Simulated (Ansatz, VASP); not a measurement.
**Two plane-wave programs on V**

```xyz
4
Lattice="2.0872 -1.5194 0.1805 2.0872 1.5194 0.1805 -0.6985 0.0000 8.4464" Properties=species:S:1:pos:R:3 pbc="T T T"
V     0.9565    0.0000    1.1462
V     2.5195    0.0000    7.6613
V     0.6070    0.0000    5.3694
V     2.8689    0.0000    3.4380
```

Alike in both runs: functional PBE; k mesh 6 × 6 × 4; occupations gaussian, width 0.1 eV; no spin polarisation.

Ansatz relaxed the structure, and its values are those at the end. VASP's run is a single point on that final structure, the one shown.

|  | VASP | Ansatz |
| --- | --- | --- |
| version | VASP 6.6.1 | Ansatz 0.2.0 |
| potentials or method | VASP PAW PBE potentials, release 64 (V_sv), cutoff 520 eV | scalar-relativistic, plane waves, PAW |
| valence electrons in the cell | 52 | 52 |

|  | VASP | Ansatz | Ansatz less VASP |
| --- | --- | --- | --- |
| gap on the k mesh at the Fermi level (eV) | none | none | - |
| pressure (GPa) | 0.2 | 0.0 | -0.19 |

A gap of «none» marks a metal or a gap that the smearing closes.

The k mesh is coarse, so the values compare programs but aren't converged.
